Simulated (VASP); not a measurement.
The system is AgSn2SeI3.

```
CELL_PARAMETERS angstrom
7.34413 0.00000 0.00000
-3.67207 6.36020 0.00000
0.00000 0.00000 5.97686
ATOMIC_POSITIONS crystal
Ag 0.00000 0.00000 0.00000
Sn 0.33333 0.66667 0.00000
Sn 0.66667 0.33333 0.00000
Se 0.00000 0.00000 0.50000
I 0.50000 0.00000 0.00000
I 0.00000 0.50000 0.00000
I 0.50000 0.50000 0.00000
```

The cell was built from a structure type or drawn by symmetry, and may not be a known phase.

| Property | Result |
| --- | --- |
| Program | VASP 6.6.1 |
| Task | relaxation of cell and atoms |
| Functional | PBE |
| Potentials or basis | VASP PAW PBE potentials, release 64 (Ag, Sn_d, Se, I) |
| Cutoff | 600 eV |
| k mesh | 2 × 2 × 2 |
| Occupations | gaussian, width 0.15 eV |
| Spin | no spin polarisation |

At the start: pressure 44.4 GPa; volume 39.88 Å³/atom.

Where does the relaxation end?

Over 11 steps the energy falls by 4205.1 meV/atom and the volume is 63.44 Å³/atom (+59.1 %); space group P6/mmm (No. 191, to 0.1 Å) before and after.

The path:
| step | energy change (eV) | largest force (eV/Å) | pressure (GPa) | volume (Å³) |
| --- | --- | --- | --- | --- |
| 1 | 0.0000 | 0.0000 | 44.44 | 279.18 |
| 2 | -23.2118 | 0.0000 | -3.46 | 881.96 |
| 3 | -28.1414 | 0.0000 | -0.47 | 530.23 |
| 4 | -28.1800 | 0.0000 | -1.07 | 557.74 |
| 5 | -28.1861 | 0.0000 | -0.91 | 549.53 |
| 6 | -28.1813 | 0.0000 | -0.78 | 543.33 |
| 7 | -28.6529 | 0.0000 | -0.77 | 514.43 |
| 8 | -29.3401 | 0.0000 | 0.66 | 427.60 |
| 9 | -29.3643 | 0.0000 | -0.32 | 461.27 |
| 10 | -29.4326 | 0.0000 | -0.04 | 447.68 |
| 11 | -29.4358 | 0.0000 | 0.06 | 444.10 |

Final structure:
```
CELL_PARAMETERS angstrom
10.39379 0.00000 0.00000
-5.19689 9.00129 0.00000
0.00000 0.00000 4.74686
ATOMIC_POSITIONS crystal
Ag 0.00000 0.00000 0.00000
Sn 0.33333 0.66667 0.00000
Sn 0.66667 0.33333 0.00000
Se 0.00000 0.00000 0.50000
I 0.50000 0.00000 0.00000
I 0.00000 0.50000 0.00000
I 0.50000 0.50000 0.00000
```

Caveat: the k points lie up to 0.66 Å⁻¹ apart in the final cell; the volume moved by over 15 % at a fixed basis, so the end points are rough.
